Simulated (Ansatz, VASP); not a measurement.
One calculation of W, two programs

```xyz
2
Lattice="3.1834 0.0000 0.0000 0.0000 3.1834 0.0000 0.0000 0.0000 3.1834" Properties=species:S:1:pos:R:3 pbc="T T T"
W     0.0000    0.0000    0.0000
W     1.5917    1.5917    1.5917
```

Alike in both runs: task single point; functional PBE; k mesh 11 × 11 × 11; occupations fermi-dirac, width 0.08 eV; no spin polarisation.

|  | VASP | Ansatz |
| --- | --- | --- |
| version | VASP 6.6.1 | Ansatz 0.2.0 |
| potentials or method | VASP PAW PBE potentials, release 64 (W_sv), cutoff 520 eV | all-electron LAPW, scalar-relativistic |

Ansatz gave:

```
pressure (GPa) : 0.0
```

Estimate VASP's values.

pressure (GPa): 0.4.

Ansatz ran all-electron here, and VASP with PAW potentials.

Neither program's run includes spin-orbit coupling.
